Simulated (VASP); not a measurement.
Runs of VASP 6.6.1 on KAlPb3. The structure is that of space group Pm-3m (No. 221), or close to it. The cells are those of the table. 

```csv
task,cell,k mesh,gap on the mesh (eV),pressure (GPa),relaxed volume (Å³/atom)
single point,"a = 6.005 Å, 5 atoms",6 × 6 × 6,none,0.0,-
relaxation of cell and atoms,"relaxed from a = 5.946 Å, 5 atoms",6 × 6 × 6,none,0.0,(a)
single point,"a = 5.152 Å, 5 atoms",4 × 4 × 4,none,18.3,-
single point,"a = 5.946 Å, 5 atoms",4 × 4 × 4,none,0.2,-
relaxation of cell and atoms,"relaxed from a = 5.152 Å, 5 atoms",4 × 4 × 4,none,0.0,42.37
```

Alike in all rows: level PBE; potentials or basis VASP PAW PBE potentials, release 64 (K_sv, Al, Pb_d); no spin polarisation; cutoff (eV) 500; smearing gaussian 0.1 eV.

**Question.** Fill in the values left out.

**Answer.** (a) 43.40.

Caveats: spin-orbit coupling is left out, which moves the levels of the heavy elements; the cell stands under pressure (at least some runs); the volume moved by over 15 % at a fixed basis, so the end points are rough (at least some runs).

A k mesh can miss the band edges, and the runs leave out spin-orbit coupling on Pb.

A gap of «none» marks levels without a gap at the run's occupations.
